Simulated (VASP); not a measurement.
# Ti (Fm-3m) in VASP: further runs

Runs on Ti. Level: LDA. Tasks: relaxation of cell and atoms.

Program: VASP 6.6.1. These are calculated values, not measurements. Logs are shortened: lines on timing, memory, paths and dates and some standing lists are left out, and cuts for length are marked.

### 1 The cell of the first run

Symmetry: Fm-3m, No. 225, cubic system. Conventional cell: a = 3.370 Å, b = 3.370 Å, c = 3.370 Å, α = 90.00°, β = 90.00°, γ = 90.00°. Ti (site symmetry m-3m) has 12 Ti at 2.38 Å within 3.1 Å.

### 2 Relaxation of cell and atoms, LDA, target pressure 140 GPa, at which the enthalpy is minimised

File INCAR:

```
PREC     = Accurate       # precision mode
ENCUT    = 600            # plane-wave cutoff, eV
EDIFF    = 1E-7           # SCF threshold, eV
ISMEAR   = -1             # smearing method
SIGMA    = 0.1            # smearing width, eV
LREAL    = F              # projectors in reciprocal space
LASPH    = T              # aspherical terms in the spheres
NELM     = 60             # most SCF steps
ALGO     = Normal         # electronic algorithm
ISIF     = 3              # what is computed and relaxed
LWAVE    = F              # write WAVECAR
LCHARG   = F              # write CHGCAR
GGA      = CA             # functional
IBRION   = 2              # ionic algorithm
NSW      = 32             # ionic steps
EDIFFG   = -0.005         # ionic threshold
PSTRESS  = 1400.0
```

File KPOINTS:

```
regular mesh
0
Gamma
  19 19 19
```

File POSCAR:

```
Ti
1.0
    0.0000000000      1.6849314949      1.6849314949
    1.6849314949      0.0000000000      1.6849314949
    1.6849314949      1.6849314949      0.0000000000
Ti
1
Direct
    0.0000000000      0.0000000000      0.0000000000
```

Potentials or basis: VASP PAW LDA potentials, release 64 (Ti_sv).

Started as:

```bash
$ cat potpaw_LDA.64/Ti_sv/POTCAR > POTCAR
$ mpirun -np 1 vasp_std > vasp.out
```

OUTCAR:

```text
PREC = Accurate
   ENCUT = 600
   EDIFF = 1E-7
   ISMEAR = -1
   LREAL = F
   LASPH = T
   NELM = 60
   ISIF = 3
   GGA = CA
   IBRION = 2
   NSW = 32
   EDIFFG = -0.005
   PSTRESS = 1400.0

 ion  position               nearest neighbor table
   1  0.000  0.000  0.000-

  LATTYP: Found a face centered cubic cell.
 ALAT       =     3.3698629898

  Lattice vectors:

 A1 = (   0.0000000000,   1.6849314949,   1.6849314949)
 A2 = (   1.6849314949,   0.0000000000,   1.6849314949)
 A3 = (   1.6849314949,   1.6849314949,   0.0000000000)

Analysis of symmetry for initial positions (statically):
=====================================================================
 Subroutine PRICEL returns:
 Original cell was already a primitive cell.

 Routine SETGRP: Setting up the symmetry group for a
 face centered cubic supercell.

 Subroutine GETGRP returns: Found 48 space group operations
 (whereof 48 operations were pure point group operations)
 out of a pool of 48 trial point group operations.

The static configuration has the point symmetry O_h .

Analysis of symmetry for dynamics (positions and initial velocities):
=====================================================================
 Subroutine PRICEL returns:
 Original cell was already a primitive cell.

 Routine SETGRP: Setting up the symmetry group for a
 face centered cubic supercell.

 Subroutine GETGRP returns: Found 48 space group operations
 (whereof 48 operations were pure point group operations)
 out of a pool of 48 trial point group operations.

The dynamic configuration has the point symmetry O_h .

 Subroutine INISYM returns: Found 48 space group operations
 (whereof 48 operations are pure point group operations),
 and found     1 'primitive' translations

----------------------------------------------------------------------------------------

                                     Primitive cell

  volume of cell :       9.5670

  direct lattice vectors                    reciprocal lattice vectors
     0.000000000  1.684931495  1.684931495    -0.296747970  0.296747970  0.296747970
     1.684931495  0.000000000  1.684931495     0.296747970 -0.296747970  0.296747970
     1.684931495  1.684931495  0.000000000     0.296747970  0.296747970 -0.296747970

  length of vectors
     2.382852972  2.382852972  2.382852972     0.513982560  0.513982560  0.513982560

  position of ions in fractional coordinates (direct lattice)
     0.000000000  0.000000000  0.000000000

  ion indices of the primitive-cell ions
   primitive index   ion index
                 1           1

----------------------------------------------------------------------------------------

 KPOINTS: regular mesh

Automatic generation of k-mesh.
 Grid dimensions read from file:
 generate k-points for:   19   19   19

 Generating k-lattice:

  Cartesian coordinates                     Fractional coordinates (reciprocal lattice)
    -0.015618314  0.015618314  0.015618314     0.052631579  0.000000000  0.000000000
     0.015618314 -0.015618314  0.015618314     0.000000000  0.052631579  0.000000000
     0.015618314  0.015618314 -0.015618314     0.000000000  0.000000000  0.052631579

  Length of vectors
     0.027051714  0.027051714  0.027051714

  Shift w.r.t. Gamma in fractional coordinates (k-lattice)
     0.000000000  0.000000000  0.000000000

 Subroutine IBZKPT returns following result:
 ===========================================

 Found    220 irreducible k-points:

 Following reciprocal coordinates:
            Coordinates               Weight
  0.000000  0.000000  0.000000      1.000000
  0.052632  0.000000  0.000000      8.000000
  0.105263  0.000000  0.000000      8.000000
  0.157895  0.000000  0.000000      8.000000
  0.210526  0.000000  0.000000      8.000000
  0.263158  0.000000  0.000000      8.000000
[... 16 lines left out ...]
 -0.315789  0.052632  0.000000     24.000000
 -0.263158  0.052632  0.000000     24.000000
 [... further k-points ...]
   k-points           NKPTS =    220   k-points in BZ     NKDIM =    220   number of bands    NBANDS=     10
   number of dos      NEDOS =    301   number of ions     NIONS =      1
   total plane-waves  NPLWV =   8000
   dimension x,y,z NGX =    20 NGY =   20 NGZ =   20
   dimension x,y,z NGXF=    40 NGYF=   40 NGZF=   40
   ions per type =               1
   NGX,Y,Z   is equivalent  to a cutoff of  13.95, 13.95, 13.95 a.u.
   NGXF,Y,Z  is equivalent  to a cutoff of  27.91, 27.91, 27.91 a.u.
 SYSTEM =  unknown system
   PREC   = accura    normal or accurate (medium, high low for compatibility)
   ISTART =      0    job   : 0-new  1-cont  2-samecut
   ICHARG =      2    charge: 1-file 2-atom 10-const
   ISPIN  =      1    spin polarized calculation?
   LNONCOLLINEAR =      F non collinear calculations
   LSORBIT =      F    spin-orbit coupling
   LASPH  =      T    aspherical Exc in radial PAW
   ENCUT  =  600.0 eV  44.10 Ry    6.64 a.u.   4.76  4.76  4.76*2*pi/ulx,y,z
   NELM   =     60;   NELMIN=  2; NELMDL= -5     # of ELM steps
   EDIFF  = 0.1E-06   stopping-criterion for ELM
   LREAL  =      F    real-space projection
   EDIFFG = -.5E-02   stopping-criterion for IOM
   NSW    =     32    number of steps for IOM
   IBRION =      2    ionic relax: 0-MD 1-quasi-New 2-CG
   NFREE  =      1    steps in history (QN), initial steepest desc. (CG)
   ISIF   =      3    stress and relaxation
   ISYM   =      2    0-nonsym 1-usesym 2-fastsym
   POTIM  = 0.5000    time-step for ionic-motion
   TEBEG  =    0.0;   TEEND  =   0.0 temperature during run
   PSTRESS= 1400.0 pullay stress
   NELECT =      12.0000    total number of electrons
   NUPDOWN=      -1.0000    fix difference up-down
   EMIN   =  10.00;   EMAX   =-10.00  energy-range for DOS
   EFERMI =   0.00;   METHOD = LEGACY
   ISMEAR =    -1;   SIGMA  =   0.10  broadening in eV -4-tet -1-fermi 0-gaus
   EFERMI_NEDOS =   21; number of points for ismear=-14 and -15
   IALGO  =     38    algorithm
   IMIX   =      4    mixing-type and parameters
     AMIX     =   0.40;   BMIX     =  1.00
     AMIX_MAG =   1.60;   BMIX_MAG =  1.00
  volume/ion in A,a.u.               =       9.57        64.56
  Fermi-wavevector in a.u.,A,eV,Ry     =   1.765535  3.336377 42.410909  3.117114
  Thomas-Fermi vector in A             =   2.833297
   LORBIT       =      0    0 simple, 1 ext, 2 COOP (PROOUT), +10 PAW based schemes
   GGA     = CA    functional components
   LHFCALC =     F    Hartree Fock is set to
   AEXX    =    0.0000 exact exchange contribution
   IVDW    =     0    specifies the selected vdW correction
   LEPSILON=     F    determine dielectric tensor
   LRPA    =     F    only Hartree local field effects (RPA)
 conjugate gradient relaxation of ions
 non-spin polarized calculation
  energy-cutoff  :      600.00
  volume of cell :        9.57
 maximum number of plane-waves:       331
   NGX =  9   NGY =  9   NGZ =  9

 number of electron      12.0000001 magnetization

 Free energy of the ion-electron system (eV)
  ---------------------------------------------------
  ext. energy  EPLUGINS =         0.00000000
  ---------------------------------------------------
  free energy    TOTEN  =        -6.55051610 eV

  energy without entropy =       -6.52638051  energy(sigma->0) =       -6.53844830

 E-fermi :  16.0565     XC(G=0): -14.9540

 val. band max:       16.0527330215   @ k =  -0.3684   0.1053   0.0000
 cond. band min:      16.0648072148   @ k =  -0.2632   0.1579   0.0526
 fundamental gap:      0.0120741933
 Fermi energy:        16.0564910162

 k-point     1 :       0.0000    0.0000    0.0000
  band No.  band energies     occupation
      1     -40.0916      2.00000
      2     -14.2654      2.00000
      3     -14.2654      2.00000
      4     -14.2654      2.00000
      5       9.8196      2.00000
      6      16.8301      0.00087
      7      16.8301      0.00087
      8      16.8301      0.00087
      9      20.3372      0.00000
     10      20.3372      0.00000

 k-point     2 :       0.0526    0.0000    0.0000
  band No.  band energies     occupation
      1     -40.0637      2.00000
      2     -14.3812      2.00000
      3     -14.2778      2.00000
      4     -14.2778      2.00000
      5       9.9920      2.00000
      6      16.7158      0.00274
      7      16.9003      0.00043
      8      16.9003      0.00043
      9      20.2781      0.00000
     10      20.2781      0.00000

 k-point     3 :       0.1053    0.0000    0.0000
  band No.  band energies     occupation
      1     -39.9824      2.00000
      2     -14.7110      2.00000
      3     -14.3135      2.00000
      4     -14.3135      2.00000
      5      10.4755      2.00000
      6      16.4262      0.04840
      7      17.0853      0.00007
      8      17.0853      0.00007
      9      20.1386      0.00000
     10      20.1386      0.00000

 k-point     4 :       0.1579    0.0000    0.0000
  band No.  band energies     occupation
      1     -39.8544      2.00000
      2     -15.2075      2.00000
      3     -14.3682      2.00000
      4     -14.3682      2.00000
      5      11.1607      2.00000
      6      16.1118      0.73035
      7      17.2977      0.00001
      8      17.2977      0.00001
      9      20.0350      0.00000
     10      20.0350      0.00000

 k-point     5 :       0.2105    0.0000    0.0000
  band No.  band energies     occupation
      1     -39.6910      2.00000
      2     -15.8059      2.00000
      3     -14.4355      2.00000
      4     -14.4355      2.00000
      5      11.8306      2.00000
      6      16.0188      1.18622
      7      17.3913      0.00000
      8      17.3913      0.00000
      9      20.1418      0.00000
     10      20.1418      0.00000

 k-point     6 :       0.2632    0.0000    0.0000
  band No.  band energies     occupation
      1     -39.5075      2.00000
      2     -16.4368      2.00000
      3     -14.5076      2.00000
      4     -14.5076      2.00000
      5      12.1956      2.00000
      6      16.4331      0.04525
      7      17.2834      0.00001
      8      17.2834      0.00001
      9      20.5519      0.00000
     10      20.5519      0.00000
[... 183 lines left out ...]
 k-point    21 :      -0.4211    0.0526    0.0000
  band No.  band energies     occupation
      1     -38.9919      2.00000
      2     -17.9584      2.00000
      3     -14.7901      2.00000
      4     -14.6850      2.00000
      5      11.9417      2.00000
      6      16.3827      0.07382
      7      16.6449      0.00555
      8      19.4802      0.00000
      9      22.3174      0.00000
     10      23.2059      0.00000

 k-point    22 :      -0.3684    0.0526    0.0000
  band No.  band energies     occupation
      1     -39.0972      2.00000
      2     -17.6534      2.00000
      3     -14.7682      2.00000
      4     -14.6317      2.00000
      5      12.1000      2.00000
      6      16.5860      0.00998
      7      16.7970      0.00122
      8      18.6008      0.00000
      9      21.6976      0.00000
     10      22.7462      0.00000

 k-point    23 :      -0.3158    0.0526    0.0000
  band No.  band energies     occupation
      1     -39.2486      2.00000
      2     -17.1993      2.00000
      3     -14.7230      2.00000
      4     -14.5645      2.00000
      5      12.2892      2.00000
      6      16.8599      0.00065
      7      17.0309      0.00012
      8      17.4947      0.00000
      9      20.9610      0.00000
     10      22.0961      0.00000

 k-point    24 :      -0.2632    0.0526    0.0000
  band No.  band energies     occupation
      1     -39.4269      2.00000
      2     -16.6393      2.00000
      3     -14.6588      2.00000
      4     -14.4903      2.00000
      5      12.3767      2.00000
      6      16.4827      0.02779
      7      17.1497      0.00004
      8      17.2936      0.00001
      9      20.2511      0.00000
     10      21.4025      0.00000

 [... further k-points ...]

------------------------ aborting loop because EDIFF is reached ----------------------------------------

  FORCE on cell =-STRESS in cart. coord.  units (eV):
  Direction    XX          YY          ZZ          XY          YZ          ZX
  --------------------------------------------------------------------------------------
  -------------------------------------------------------------------------------------
  Total        8.3578246      8.3578246      8.3578246     -0.0000000      0.0000000     -0.0000000
  in kB     1399.6746358   1399.6746358   1399.6746358     -0.0000000      0.0000000     -0.0000000
  external PRESSURE =      -0.3253642 kB  Pullay stress =    1400.0000000 kB

 VOLUME and BASIS-vectors are now :
 -----------------------------------------------------------------------------
  energy-cutoff  :      600.00
  volume of cell :        9.57
      direct lattice vectors                 reciprocal lattice vectors
     0.000000000  1.684931495  1.684931495    -0.296747970  0.296747970  0.296747970
     1.684931495  0.000000000  1.684931495     0.296747970 -0.296747970  0.296747970
     1.684931495  1.684931495  0.000000000     0.296747970  0.296747970 -0.296747970

 POSITION                                       TOTAL-FORCE (eV/Angst)
 -----------------------------------------------------------------------------------
      0.00000      0.00000      0.00000         0.000000     -0.000000      0.000000
 -----------------------------------------------------------------------------------
    total drift:                                0.000000      0.000000      0.000000

  FREE ENERGIE OF THE ION-ELECTRON SYSTEM (eV)
  ---------------------------------------------------
  free  energy   TOTEN  =        -6.5505161008 eV

  energy  without entropy=       -6.5263805052  energy(sigma->0) =       -6.53844830

  enthalpy is  TOTEN    =         1.8092512945 eV   P V=        8.3597673952

 reached required accuracy - stopping structural energy minimisation
```

It took 48 s on 1 thread of Intel Xeon 8259CL, shared host; peak memory 0.14 GiB.

Results:

| Quantity | Value |
| --- | --- |
| Free energy | -6.5505 eV |
| Pressure after relaxing | 140.0 GPa |
| Band gap on the k mesh | zero (band 6 reaches 17.05 eV, above the bottom of band 7 at 15.19 eV) |

Final structure:
```xyz
1
Lattice="0.0000 1.6849 1.6849 1.6849 0.0000 1.6849 1.6849 1.6849 0.0000" Properties=species:S:1:pos:R:3 pbc="T T T"
Ti    0.0000    0.0000    0.0000
```

Caveat: the relaxation stopped at its first step, so nothing moved; the cell is relaxed towards a set pressure, so the enthalpy falls and the energy may rise.

### 3 Relaxation of cell and atoms, LDA, target pressure 140 GPa, at which the enthalpy is minimised

This run uses another cell than the first one, of 9.65 Å³/atom, 1.009 times its volume.

File INCAR:

```
SYSTEM = Ti
ALGO = Normal
EDIFF = 1E-7
EDIFFG = -0.005
ENCUT = 600
IBRION = 2
ISIF = 3
ISMEAR = -1
LASPH = .True.
LCHARG = .False.
LREAL = .False.
LWAVE = .False.
NELM = 100
NSW = 60
PREC = Accurate
PSTRESS = 1400.0
SIGMA = 0.1
```

File KPOINTS:

```
k-points
0
Gamma
  19 19 19
  0 0 0
```

File POSCAR:

```
Ti
1.0
    0.0000000000      1.6897964484      1.6897964484
    1.6897964484      0.0000000000      1.6897964484
    1.6897964484      1.6897964484      0.0000000000
Ti
1
Direct
    0.0000000000      0.0000000000      0.0000000000
```

Potentials or basis: VASP PAW LDA potentials, release 64 (Ti_sv).

Started as:

```bash
$ cat potpaw_LDA.64/Ti_sv/POTCAR > POTCAR
$ mpirun -np 1 vasp_std > vasp.out
```

Run time: 2 min. Hardware: 1 thread of Intel Xeon 8259CL, shared host; peak memory 0.15 GiB.

It converged, with:

* Free energy: -6.5504 eV
* Relaxed volume: 9.57 Å³/atom
* Relaxed cell: a = 2.383 Å, b = 2.383 Å, c = 2.383 Å, α = 60.00°, β = 60.00°, γ = 60.00°
* Space group after relaxing (to 0.05 Å): Fm-3m (No. 225)
* Energy change on relaxing (the enthalpy is what falls): +71.7 meV/atom
* Ionic steps: 3
* Pressure after relaxing: 140.0 GPa
* Band gap on the k mesh: zero (band 6 reaches 17.05 eV, above the bottom of band 7 at 15.19 eV)

Step by step:
```tsv
step	energy change (eV)	largest force (eV/Å)	pressure (GPa)	volume (Å³)
1	0.0000	0.0000	135.79	9.65
2	0.3159	0.0000	154.21	9.30
3	0.0717	0.0000	139.96	9.57
```

Final structure:
```
Ti
1.0
     0.00000    1.68492    1.68492
     1.68492    0.00000    1.68492
     1.68492    1.68492    0.00000
Ti
1
Direct
  0.00000 0.00000 0.00000
```

Levels at points of the mesh, in eV from the Fermi level:
| k point | band 3 | band 4 | band 5 | band 6 | band 7 | band 8 | band 9 | band 10 |
| --- | --- | --- | --- | --- | --- | --- | --- | --- |
| (0.00, 0.00, 0.00) | -30.32 | -30.32 | -6.24 | 0.77 | 0.77 | 0.77 | 4.28 | 4.28 |

Caveat: the cell is relaxed towards a set pressure, so the enthalpy falls and the energy may rise.
